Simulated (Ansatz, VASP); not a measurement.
# BeTe in VASP and in Ansatz

```xyz
2
Lattice="0.0000 2.7700 2.6869 2.7700 0.0000 2.6869 2.7700 2.7700 0.0000" Properties=species:S:1:pos:R:3 pbc="T T T"
Be    0.0000    0.0000    0.0000
Te    4.1550    4.1550    4.0304
```

Change from the starting cell: strain +0.000 along x and y, -0.030 along z, atoms carried along.

Alike in both runs: task single point; functional PBE; k mesh 8 × 8 × 8; occupations gaussian, width 0.05 eV; no spin polarisation.

|  | VASP | Ansatz |
| --- | --- | --- |
| version | VASP 6.6.1 | Ansatz 0.2.0 |
| potentials or method | VASP PAW PBE potentials, release 64 (Be, Te), cutoff 520 eV | scalar-relativistic, plane waves, PAW |
| valence electrons in the cell | 8 | 18 |

```csv
,VASP,Ansatz,Ansatz less VASP
gap on the k mesh at the Fermi level (eV),1.50,1.52,+0.019
least direct gap on the mesh (eV),3.38,3.41,+0.023
pressure (GPa),6.8,6.6,-0.21
"traceless stress, the component that is largest in VASP (GPa)",1.22,1.22,+0.006
```

VASP's potentials hold 8 valence electrons a cell and Ansatz's 18, so a difference there can come from the potentials and not from the codes.

Spin-orbit coupling is off throughout.
